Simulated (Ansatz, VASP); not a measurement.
# B: VASP beside Ansatz

INCAR

```
SYSTEM = B
ALGO     = Normal         ! electronic algorithm
EDIFF    = 1E-6           ! SCF threshold, eV
ENCUT    = 520            ! plane-wave cutoff, eV
GGA      = PE             ! functional
ISIF     = 2              ! what is computed and relaxed
ISMEAR   = -1             ! smearing method
LASPH    = .TRUE.         ! aspherical terms in the spheres
LCHARG   = .TRUE.         ! write CHGCAR
LELF     = .TRUE.         ! ELF
LREAL    = .FALSE.        ! projectors in reciprocal space
LVHAR    = .TRUE.       
LWAVE    = .FALSE.        ! write WAVECAR
NBANDS   = 8              ! bands
NELM     = 60             ! most SCF steps
PREC     = Accurate       ! precision mode
SIGMA    = 0.05           ! smearing width, eV
```

The input KPOINTS:

```
k-points
0
G
  22 22 22
  0 0 0
```

POSCAR

```
B
1.0
    1.5892094711      0.0000000000      0.0000000000
    0.0000000000      1.5892094711      0.0000000000
    0.0000000000      0.0000000000      1.5892094711
B
1
Direct
    0.0000000000      0.0000000000      0.0000000000
```

Input for Ansatz:

```yaml
crystal:
  lattice:
    - [1.5892094711, 0.0, 0.0]
    - [0.0, 1.5892094711, 0.0]
    - [0.0, 0.0, 1.5892094711]
  atoms:
    - { symbol: B, position: [0.0, 0.0, 0.0] }
kpoints:
  mp_grid: { grid: [22, 22, 22] }
scf:
  occupations: { method: fermi_dirac, width: 0.05 }
hamiltonian:
  xc: pbe
  pseudopotentials: { kind: paw }
output:
  forces: true
  stress: true
  eigenvalues: true
  populations: true
```

Change from the starting cell: volume scaled by 0.6, PAW files.

Alike in both runs: task single point; functional PBE; k mesh 22 × 22 × 22; occupations fermi-dirac, width 0.05 eV; no spin polarisation.

|  | VASP | Ansatz |
| --- | --- | --- |
| version | VASP 6.6.1 | Ansatz 0.2.0 |
| potentials or method | VASP PAW PBE potentials, release 64 (B) | PAW with Ansatz's default frozen-core files, scalar-relativistic |
| plane-wave cutoff (eV) | 520 | 420 |
| valence electrons in the cell | 3 | 3 |

|  | VASP | Ansatz | Ansatz less VASP |
| --- | --- | --- | --- |
| pressure (GPa) | 295.0 | 294.1 | -0.96 |

Both programs put the cell under a high pressure, so it lies far from rest at this level. With one functional, cell and mesh, what is left measures potentials, basis and numerics.

Noted on VASP's run: the cell as given lies far from equilibrium.
